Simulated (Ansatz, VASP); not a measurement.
Ru14W in VASP and in Ansatz

```xyz
15
Lattice="4.0794 2.3553 0.0000 -4.0794 2.3553 0.0000 0.0000 0.0000 20.5936" Properties=species:S:1:pos:R:3 pbc="T T T"
Ru    0.0000    1.5702    6.0465
Ru    2.7196    1.5702    6.0358
Ru   -2.7196    1.5702    6.0358
Ru    1.3516    0.7898    8.1021
Ru    0.0000    3.1309    8.1021
Ru    2.7278    3.1451    8.1021
Ru    2.7196    1.5702   10.2968
Ru   -2.7196    1.5702   10.2968
Ru    1.3516    0.7898   12.4915
Ru    0.0000    3.1309   12.4915
Ru    2.7278    3.1451   12.4915
Ru    0.0000    1.5702   14.5471
Ru    2.7196    1.5702   14.5578
Ru   -2.7196    1.5702   14.5578
W     0.0000    1.5702   10.2968
```

Alike in both runs: functional PBE; k mesh 6 × 6 × 1; occupations methfessel-paxton of order 1, width 0.1 eV; no spin polarisation.

Ansatz relaxed the structure, and its values are those at the end. VASP's run is a single point on that final structure, the one shown.

|  | VASP | Ansatz |
| --- | --- | --- |
| version | VASP 6.6.1 | Ansatz 0.2.0 |
| potentials or method | VASP PAW PBE potentials, release 64 (Ru_pv, W_sv), cutoff 520 eV | scalar-relativistic, plane waves, PAW |
| valence electrons in the cell | 210 | 238 |

Ansatz gave:

- gap on the k mesh at the Fermi level (eV): none
- rms of the force components (eV/Å): 0.013

What did VASP give for the same quantities?

gap on the k mesh at the Fermi level (eV): none; rms of the force components (eV/Å): 0.009.

A gap of «none» marks a metal or a gap that the smearing closes. VASP's potentials hold 210 valence electrons a cell and Ansatz's 238, so a difference there can come from the potentials and not from the codes. Ansatz's warnings: structure snapped to symmetry, vacuum density over bound.

Spin-orbit coupling is off throughout.
